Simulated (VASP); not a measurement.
# GaSb (gw) (F-43m) in VASP: single point with PBEsol

Aim: the single point of GaSb (gw) with PBEsol.

All numbers are computed with VASP 6.6.1; they aren't measurements. Logs are shortened: lines on timing, memory, paths and dates and some standing lists are left out, and cuts for length are marked.

### Step 1. The cell of the first run

The structure is cubic, space group F-43m (No. 216). The conventional cell has a = 6.050 Å, b = 6.050 Å, c = 6.050 Å, α = 90.00°, β = 90.00°, γ = 90.00°. Ga (site symmetry -43m) has 4 Sb at 2.62 Å within 3.5 Å. Within 3.5 Å of Sb (site symmetry -43m) lie 4 Ga at 2.62 Å.

### Step 2. Single point, PBEsol

The input, INCAR:

```
SYSTEM = GaSb
PREC = Accurate
ENCUT = 500
EDIFF = 1E-6
ISMEAR = 0
SIGMA = 0.01
LREAL = .FALSE.
LASPH = .TRUE.
NELM = 120
ALGO = Normal
ISIF = 2
LWAVE = .FALSE.
LCHARG = .FALSE.
GGA = PS
NBANDS = 16
GGA_COMPAT = .FALSE.
```

The input, KPOINTS:

```
regular mesh
0
G
  4 4 4
  0 0 0
```

The input, POSCAR:

```
GaSb
1.0
    0.0000000000      3.0251137357      3.0251137357
    3.0251137357      0.0000000000      3.0251137357
    3.0251137357      3.0251137357      0.0000000000
Ga Sb
1 1
Direct
    0.0000000000      0.0000000000      0.0000000000
    0.2500000000      0.2500000000      0.2500000000
```

Potentials or basis: VASP PAW PBE potentials, release 64 (Ga_d, Sb).

Run with:

```console
> cat potpaw_PBE.64/Ga_d/POTCAR potpaw_PBE.64/Sb/POTCAR > POTCAR
> mpirun -np 1 vasp_std > vasp.out
```

OUTCAR:

```text
SYSTEM = GaSb
   PREC = Accurate
   ENCUT = 500
   EDIFF = 1E-6
   ISMEAR = 0
   LREAL = .FALSE.
   LASPH = .TRUE.
   NELM = 120
   ISIF = 2
   GGA = PS

 ion  position               nearest neighbor table
   1  0.000  0.000  0.000-   2 2.62   2 2.62   2 2.62   2 2.62
   2  0.250  0.250  0.250-   1 2.62   1 2.62   1 2.62   1 2.62

  LATTYP: Found a face centered cubic cell.
 ALAT       =     6.0502274714

  Lattice vectors:

 A1 = (   0.0000000000,   3.0251137357,   3.0251137357)
 A2 = (   3.0251137357,   0.0000000000,   3.0251137357)
 A3 = (   3.0251137357,   3.0251137357,   0.0000000000)

Analysis of symmetry for initial positions (statically):
=====================================================================
 Subroutine PRICEL returns:
 Original cell was already a primitive cell.

 Routine SETGRP: Setting up the symmetry group for a
 face centered cubic supercell.

 Subroutine GETGRP returns: Found 24 space group operations
 (whereof 24 operations were pure point group operations)
 out of a pool of 48 trial point group operations.

The static configuration has the point symmetry T_d .

Analysis of symmetry for dynamics (positions and initial velocities):
=====================================================================
 Subroutine PRICEL returns:
 Original cell was already a primitive cell.

 Routine SETGRP: Setting up the symmetry group for a
 face centered cubic supercell.

 Subroutine GETGRP returns: Found 24 space group operations
 (whereof 24 operations were pure point group operations)
 out of a pool of 48 trial point group operations.

The dynamic configuration has the point symmetry T_d .

 Subroutine INISYM returns: Found 24 space group operations
 (whereof 24 operations are pure point group operations),
 and found     1 'primitive' translations

----------------------------------------------------------------------------------------

                                     Primitive cell

  volume of cell :      55.3675

  direct lattice vectors                    reciprocal lattice vectors
     0.000000000  3.025113736  3.025113736    -0.165283042  0.165283042  0.165283042
     3.025113736  0.000000000  3.025113736     0.165283042 -0.165283042  0.165283042
     3.025113736  3.025113736  0.000000000     0.165283042  0.165283042 -0.165283042

  length of vectors
     4.278156873  4.278156873  4.278156873     0.286278626  0.286278626  0.286278626

  position of ions in fractional coordinates (direct lattice)
     0.000000000  0.000000000  0.000000000
     0.250000000  0.250000000  0.250000000

  ion indices of the primitive-cell ions
   primitive index   ion index
                 1           1
                 2           2

----------------------------------------------------------------------------------------

 KPOINTS: regular mesh

Automatic generation of k-mesh.
 Grid dimensions read from file:
 generate k-points for:    4    4    4

 Generating k-lattice:

  Cartesian coordinates                     Fractional coordinates (reciprocal lattice)
    -0.041320760  0.041320760  0.041320760     0.250000000  0.000000000  0.000000000
     0.041320760 -0.041320760  0.041320760     0.000000000  0.250000000  0.000000000
     0.041320760  0.041320760 -0.041320760     0.000000000  0.000000000  0.250000000

  Length of vectors
     0.071569657  0.071569657  0.071569657

  Shift w.r.t. Gamma in fractional coordinates (k-lattice)
     0.000000000  0.000000000  0.000000000

 Subroutine IBZKPT returns following result:
 ===========================================

 Found      8 irreducible k-points:

 Following reciprocal coordinates:
            Coordinates               Weight
  0.000000  0.000000  0.000000      1.000000
  0.250000  0.000000  0.000000      8.000000
  0.500000  0.000000  0.000000      4.000000
  0.250000  0.250000  0.000000      6.000000
  0.500000  0.250000  0.000000     24.000000
 -0.250000  0.250000  0.000000     12.000000
  0.500000  0.500000  0.000000      3.000000
 -0.250000  0.500000  0.250000      6.000000
   k-points           NKPTS =      8   k-points in BZ     NKDIM =      8   number of bands    NBANDS=     16
   number of dos      NEDOS =    301   number of ions     NIONS =      2
   total plane-waves  NPLWV =  32768
   dimension x,y,z NGX =    32 NGY =   32 NGZ =   32
   dimension x,y,z NGXF=    64 NGYF=   64 NGZF=   64
   ions per type =               1   1
   NGX,Y,Z   is equivalent  to a cutoff of  12.43, 12.43, 12.43 a.u.
   NGXF,Y,Z  is equivalent  to a cutoff of  24.87, 24.87, 24.87 a.u.
 SYSTEM =  GaSb
   PREC   = accura    normal or accurate (medium, high low for compatibility)
   ISTART =      0    job   : 0-new  1-cont  2-samecut
   ICHARG =      2    charge: 1-file 2-atom 10-const
   ISPIN  =      1    spin polarized calculation?
   LNONCOLLINEAR =      F non collinear calculations
   LSORBIT =      F    spin-orbit coupling
   LASPH  =      T    aspherical Exc in radial PAW
   ENCUT  =  500.0 eV  36.75 Ry    6.06 a.u.   7.80  7.80  7.80*2*pi/ulx,y,z
   NELM   =    120;   NELMIN=  2; NELMDL= -5     # of ELM steps
   EDIFF  = 0.1E-05   stopping-criterion for ELM
   LREAL  =      F    real-space projection
   EDIFFG = 0.1E-04   stopping-criterion for IOM
   NSW    =      0    number of steps for IOM
   IBRION =     -1    ionic relax: 0-MD 1-quasi-New 2-CG
   NFREE  =      0    steps in history (QN), initial steepest desc. (CG)
   ISIF   =      2    stress and relaxation
   ISYM   =      2    0-nonsym 1-usesym 2-fastsym
   POTIM  = 0.5000    time-step for ionic-motion
   TEBEG  =    0.0;   TEEND  =   0.0 temperature during run
   PSTRESS=    0.0 pullay stress
   NELECT =      18.0000    total number of electrons
   NUPDOWN=      -1.0000    fix difference up-down
   EMIN   =  10.00;   EMAX   =-10.00  energy-range for DOS
   EFERMI =   0.00;   METHOD = LEGACY
   ISMEAR =     0;   SIGMA  =   0.01  broadening in eV -4-tet -1-fermi 0-gaus
   EFERMI_NEDOS =   21; number of points for ismear=-14 and -15
   IALGO  =     38    algorithm
   IMIX   =      4    mixing-type and parameters
     AMIX     =   0.40;   BMIX     =  1.00
     AMIX_MAG =   1.60;   BMIX_MAG =  1.00
  volume/ion in A,a.u.               =      27.68       186.82
  Fermi-wavevector in a.u.,A,eV,Ry     =   1.125677  2.127222 17.240618  1.267150
  Thomas-Fermi vector in A             =   2.262356
   LORBIT       =      0    0 simple, 1 ext, 2 COOP (PROOUT), +10 PAW based schemes
   GGA     = PS    functional components
   LHFCALC =     F    Hartree Fock is set to
   AEXX    =    0.0000 exact exchange contribution
   IVDW    =     0    specifies the selected vdW correction
   LEPSILON=     F    determine dielectric tensor
   LRPA    =     F    only Hartree local field effects (RPA)
 non-spin polarized calculation
 Gauss-broadening in eV      SIGMA  =   0.01
  energy-cutoff  :      500.00
  volume of cell :       55.37
 maximum number of plane-waves:      1424
   NGX = 15   NGY = 15   NGZ = 15

 number of electron      17.9999989 magnetization

 Free energy of the ion-electron system (eV)
  ---------------------------------------------------
  ext. energy  EPLUGINS =         0.00000000
  ---------------------------------------------------
  free energy    TOTEN  =        -7.93759792 eV

  energy without entropy =       -7.93759792  energy(sigma->0) =       -7.93759792

 E-fermi :   5.1836     XC(G=0):  -9.3873

 val. band max:        5.1210541304   @ k =   0.0000   0.0000   0.0000
 cond. band min:       5.3422623711   @ k =   0.0000   0.0000   0.0000
 fundamental gap:      0.2212082407
 Fermi energy:         5.1835613892

 k-point     1 :       0.0000    0.0000    0.0000
  band No.  band energies     occupation
      1      -9.9918      2.00000
      2      -9.9918      2.00000
      3      -9.9918      2.00000
      4      -9.9372      2.00000
      5      -9.9372      2.00000
      6      -6.6240      2.00000
[... 8 lines left out ...]
     15      13.7651      0.00000
     16      13.7651      0.00000

 k-point     2 :       0.2500    0.0000    0.0000
  band No.  band energies     occupation
      1     -10.0080      2.00000
      2      -9.9851      2.00000
      3      -9.9851      2.00000
      4      -9.9377      2.00000
      5      -9.9377      2.00000
      6      -5.9783      2.00000
[... 8 lines left out ...]
     15      12.6706      0.00000
     16      12.6706      0.00000

 k-point     3 :       0.5000    0.0000    0.0000
  band No.  band energies     occupation
      1     -10.0237      2.00000
      2      -9.9797      2.00000
      3      -9.9797      2.00000
      4      -9.9369      2.00000
      5      -9.9369      2.00000
      6      -4.8998      2.00000
[... 8 lines left out ...]
     15      15.0737      0.00000
     16      15.0737      0.00000

 k-point     4 :       0.2500    0.2500    0.0000
  band No.  band energies     occupation
      1     -10.0191      2.00000
      2      -9.9780      2.00000
      3      -9.9780      2.00000
      4      -9.9435      2.00000
      5      -9.9350      2.00000
      6      -5.7492      2.00000
[... 8 lines left out ...]
     15      14.1937      0.00000
     16      14.5787      0.00000

 k-point     5 :       0.5000    0.2500    0.0000
  band No.  band energies     occupation
      1     -10.0315      2.00000
      2      -9.9735      2.00000
      3      -9.9713      2.00000
      4      -9.9440      2.00000
      5      -9.9354      2.00000
      6      -4.5854      2.00000
[... 8 lines left out ...]
     15      15.2609      0.00000
     16      15.6078      0.00000

 k-point     6 :      -0.2500    0.2500    0.0000
  band No.  band energies     occupation
      1     -10.0236      2.00000
      2      -9.9773      2.00000
      3      -9.9773      2.00000
      4      -9.9392      2.00000
      5      -9.9384      2.00000
      6      -5.0376      2.00000
[... 8 lines left out ...]
     15      13.7447      0.00000
     16      15.7824      0.00000

 k-point     7 :       0.5000    0.5000    0.0000
  band No.  band energies     occupation
      1     -10.0428      2.00000
      2      -9.9637      2.00000
      3      -9.9637      2.00000
      4      -9.9514      2.00000
      5      -9.9327      2.00000
      6      -4.0116      2.00000
[... 8 lines left out ...]
     15      16.1016      0.00000
     16      16.5164      0.00000

 k-point     8 :      -0.2500    0.5000    0.2500
  band No.  band energies     occupation
      1     -10.0353      2.00000
      2      -9.9729      2.00000
      3      -9.9660      2.00000
      4      -9.9442      2.00000
      5      -9.9370      2.00000
      6      -3.9590      2.00000
[... 8 lines left out ...]
     15      15.2993      0.00000
     16      16.6428      0.00000

------------------------ aborting loop because EDIFF is reached ----------------------------------------

  FORCE on cell =-STRESS in cart. coord.  units (eV):
  Direction    XX          YY          ZZ          XY          YZ          ZX
  --------------------------------------------------------------------------------------
  -------------------------------------------------------------------------------------
  Total        0.6824537      0.6824537      0.6824537      0.0000000      0.0000000      0.0000000
  in kB       19.7482504     19.7482504     19.7482504      0.0000000      0.0000000      0.0000000
  external PRESSURE =      19.7482504 kB  Pullay stress =       0.0000000 kB

 VOLUME and BASIS-vectors are now :
 -----------------------------------------------------------------------------
  energy-cutoff  :      500.00
  volume of cell :       55.37
      direct lattice vectors                 reciprocal lattice vectors
     0.000000000  3.025113736  3.025113736    -0.165283042  0.165283042  0.165283042
     3.025113736  0.000000000  3.025113736     0.165283042 -0.165283042  0.165283042
     3.025113736  3.025113736  0.000000000     0.165283042  0.165283042 -0.165283042

 POSITION                                       TOTAL-FORCE (eV/Angst)
 -----------------------------------------------------------------------------------
      0.00000      0.00000      0.00000        -0.000000     -0.000000     -0.000000
      1.51256      1.51256      1.51256         0.000000      0.000000      0.000000
 -----------------------------------------------------------------------------------
    total drift:                                0.000000      0.000000      0.000001

  FREE ENERGIE OF THE ION-ELECTRON SYSTEM (eV)
  ---------------------------------------------------
  free  energy   TOTEN  =        -7.9375979211 eV

  energy  without entropy=       -7.9375979211  energy(sigma->0) =       -7.93759792
```

Run time: 10 s. Hardware: 1 thread of Intel Xeon 8259CL, shared host; peak memory 0.17 GiB.

Results:

```
Free energy            : -7.9376 eV
Pressure               : 2.0 GPa
Band gap on the k mesh : 0.22 eV, direct
```

Caveat: the k points lie up to 0.45 Å⁻¹ apart; the PAW data sets were made with another functional, which shifts forces and pressure a little; spin-orbit coupling is left out, which moves the levels of the heavy elements.
